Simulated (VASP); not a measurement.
A run of VASP 6.6.1 is set up as follows.

The input INCAR:

```
SYSTEM = LuGeO
  ALGO = Normal
  EDIFF = 1E-6
  ENCUT = 520
  GGA = PE
  ISIF = 2
  ISMEAR = 0
  LASPH = .TRUE.
  LCHARG = .TRUE.
  LELF = .TRUE.
  LREAL = .FALSE.
  LVHAR = .TRUE.
  LWAVE = .FALSE.
  NBANDS = 30
  NELM = 100
  PREC = Accurate
  SIGMA = 0.1
```

Contents of KPOINTS:

```
k-points
0
G
  12 12 12
  0 0 0
```

POSCAR

```
LuGeO
1.0
    4.0920348787      0.0000000000      0.0000000000
   -2.0460174394      3.5438061581      0.0000000000
    0.0000000000      0.0000000000      3.4509436322
Lu Ge O
1 1 1
Direct
    0.6666666667      0.3333333333      0.0000000000
    0.0000000000      0.0000000000      0.5000000000
    0.3333333333      0.6666666667      0.5000000000
```

Potentials or basis: VASP PAW PBE potentials, release 64 (Lu, Ge_d, O).

Run with:

```sh
$ cat potpaw_PBE.64/Lu/POTCAR potpaw_PBE.64/Ge_d/POTCAR potpaw_PBE.64/O/POTCAR > POTCAR
$ mpirun -np 1 vasp_std > vasp.out
```

Question: What does it give for the pressure?

Answer: 0.2 GPa.

Question: What does it give for the band gap on the k mesh?

Answer: Zero (an odd number of electrons rules out a gap without spin polarisation).

Caveat: spin-orbit coupling is left out, which moves the levels of the heavy elements; an odd number of electrons without spin polarisation forces a metal; a magnetic or distorted state may lie lower.
